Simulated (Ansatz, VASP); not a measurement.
**One calculation of K3I2Br, two programs**

```
CELL_PARAMETERS angstrom
4.47550 0.00000 0.00000
-2.23775 3.87590 0.00000
0.00000 0.00000 11.10530
ATOMIC_POSITIONS crystal
K 0.00000 0.00000 0.50000
K 0.33333 0.66667 0.14901
K 0.66667 0.33333 0.85099
I 0.33333 0.66667 0.67547
I 0.66667 0.33333 0.32453
Br 0.00000 0.00000 0.00000
```

Alike in both runs: functional LDA; k mesh 6 × 6 × 2; occupations gaussian, width 0.05 eV; no spin polarisation.

Ansatz relaxed the structure, and its values are those at the end. VASP's run is a single point on that final structure, the one shown.

|  | VASP | Ansatz |
| --- | --- | --- |
| version | VASP 6.6.1 | Ansatz 0.2.0 |
| potentials or method | VASP PAW LDA potentials, release 64 (K_sv, I, Br), cutoff 520 eV | scalar-relativistic, plane waves, PAW |
| valence electrons in the cell | 48 | 68 |

```tsv
	VASP	Ansatz	Ansatz less VASP
gap on the k mesh at the Fermi level (eV)	4.13	4.12	-0.008
least direct gap on the mesh (eV)	4.13	4.12	-0.008
pressure (GPa)	3.7	3.5	-0.15
```

LDA's correlation is that of Perdew and Zunger in VASP and of Perdew and Wang (1992) in Ansatz. VASP's potentials hold 48 valence electrons a cell and Ansatz's 68, so a difference there can come from the potentials and not from the codes. Ansatz's warnings: stress scf threshold loose.

Neither program's run includes spin-orbit coupling.
